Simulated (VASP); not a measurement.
Wanted: the native input for a VASP 6.6.1 run.

- Task: single point
- Functional: PBEsol
- Potentials or basis: VASP PAW PBE potentials, release 64 (Ge_d, Fe)
- Cutoff: 520 eV
- k mesh: 6 × 6 × 6
- Occupations: fermi-dirac, width 0.05 eV
- Spin: no spin polarisation
- Dipole correction: no
- Further INCAR settings: ALGO = Normal; EDIFF = 1e-07; NBANDS = 54

The structure of FeGe lies in POSCAR:

```
FeGe
1.0
    4.6890000000      0.0000000000      0.0000000000
    0.0000000000      4.6890000000      0.0000000000
    0.0000000000      0.0000000000      4.6890000000
Ge Fe
4 4
Direct
    0.1580000000      0.3420000000      0.6580000000
    0.3420000000      0.6580000000      0.1580000000
    0.6580000000      0.1580000000      0.3420000000
    0.8420000000      0.8420000000      0.8420000000
    0.8650000000      0.6350000000      0.3650000000
    0.6350000000      0.3650000000      0.8650000000
    0.3650000000      0.8650000000      0.6350000000
    0.1350000000      0.1350000000      0.1350000000
```

These files were run (other wordings do the same):

INCAR

```
SYSTEM = FeGe
ALGO = Normal
EDIFF = 1E-7
ENCUT = 520
GGA = PS
ISIF = 2
ISMEAR = -1
LASPH = .TRUE.
LCHARG = .FALSE.
LREAL = .FALSE.
LWAVE = .FALSE.
NBANDS = 54
NELM = 100
PREC = Accurate
SIGMA = 0.05
```

KPOINTS

```
k-points
0
G
  6 6 6
  0 0 0
```

Potentials or basis: VASP PAW PBE potentials, release 64 (Ge_d, Fe).

Run with:

```console
$ cat potpaw_PBE.64/Ge_d/POTCAR potpaw_PBE.64/Fe/POTCAR > POTCAR
$ mpirun -np 1 vasp_std > vasp.out
```

Results of the run:

- Pressure: -12.6 GPa
- Largest force: 0.392 eV/Å
- Band gap on the k mesh: 0.08 eV, indirect (least direct gap 0.11 eV)

Caveat: the PAW data sets were made with another functional, which shifts forces and pressure a little.

Wall time 5.6 min on 1 thread of AMD EPYC 7R13 (shared host), peak memory 0.24 GiB.
